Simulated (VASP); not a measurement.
## Hg: single point with PBEsol+D3(BJ)

The system is Hg.

```
Hg
1.0
     3.11460    0.00000    0.00000
    -1.55730    2.69732    0.00000
     0.00000    0.00000    5.41940
Hg
2
Direct
  0.66667 0.33333 0.75000
  0.33333 0.66667 0.25000
```

| Quantity | Value |
| --- | --- |
| Program | VASP 6.6.1 |
| Task | single point |
| Functional | PBEsol |
| Dispersion | D3(BJ) |
| Potentials or basis | VASP PAW PBE potentials, release 64 (Hg) |
| Cutoff | 520 eV |
| k mesh | 18 × 18 × 10 |
| Occupations | gaussian, width 0.15 eV |
| Spin | no spin polarisation |

| Property | Result |
| --- | --- |
| Pressure | -1.6 GPa |
| Band gap on the k mesh | zero (bands 12 and 13 overlap by 2.32 eV) |
| Dispersion energy per atom | -0.439 eV |

Stress tensor (GPa, compression positive):
```
-1.43  0.00  0.00
 0.00 -1.43  0.00
 0.00  0.00 -1.81
```

Levels at points of the mesh, in eV from the Fermi level:
```csv
k point,band 9,band 10,band 11,band 12,band 13,band 14,band 15,band 16
"(0.00, 0.00, 0.00)",-6.39,-5.83,-5.83,-2.11,-2.01,12.87,13.65,13.93
"(0.50, 0.00, 0.00)",-5.61,-5.54,-2.04,-1.96,2.54,2.55,3.99,7.12
"(0.00, 0.00, 0.50)",-6.04,-6.04,-6.04,-6.04,5.67,5.67,13.93,13.93
"(0.50, 0.00, 0.50)",-5.57,-5.57,-1.13,-1.13,-0.22,-0.22,9.26,9.26
```

Run time: 3.6 min on 1 thread of Oxide Virtual Turin-like Processor (shared host), peak memory 0.25 GiB.

Caveat: the PAW data sets were made with another functional, which shifts forces and pressure a little; spin-orbit coupling is left out, which moves the levels of the heavy elements.
